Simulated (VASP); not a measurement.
PtS2, 3 atoms in the cell. Symmetry: P-3m1, No. 164, trigonal system. Conventional cell: a = 3.543 Å, b = 3.543 Å, c = 5.039 Å, α = 90.00°, β = 90.00°, γ = 120.00°. Pt (site symmetry -3m) has 6 S at 2.34 Å within 3.1 Å. S (site symmetry 3m) has 3 Pt at 2.34 Å and 3 S at 3.07 Å within 3.1 Å. 

| Property | Result |
| --- | --- |
| Program | VASP 6.6.1 |
| Task | single point |
| Functional | B3LYP |
| Potentials or basis | VASP PAW PBE potentials, release 64 (Pt, S) |
| Cutoff | 520 eV |
| k mesh | 5 × 5 × 3 |
| Occupations | fermi-dirac, width 0.05 eV |
| Spin | no spin polarisation |
| Dipole correction | no |
| Grid for exact exchange (PRECFOCK) | Normal |
| Further INCAR settings | ALGO = Normal; EDIFF = 1e-06; NBANDS = 18 |
| Share of exact exchange | 0.2 |

Potentials or basis: VASP PAW PBE potentials, release 64 (Pt, S).

The run is started by

```sh
$ cat potpaw_PBE.64/Pt/POTCAR potpaw_PBE.64/S/POTCAR > POTCAR
$ cp INCAR.step1 INCAR
$ mpirun -np 1 vasp_std > vasp.out
$ cp INCAR.step2 INCAR
$ mpirun -np 1 vasp_std > vasp.out
```

Hardware: 1 thread of Intel(R) Xeon(R) Platinum 8259CL CPU @ 2.50GHz (Skylake/Cascade Lake), on a shared host.

Question: How long does it take, and how much memory?

Answer: Run time: 15 min on 1 thread of Intel(R) Xeon(R) Platinum 8259CL CPU @ 2.50GHz (Skylake/Cascade Lake), with other jobs on the host, peak memory 0.19 GiB. Counts: k points 12.
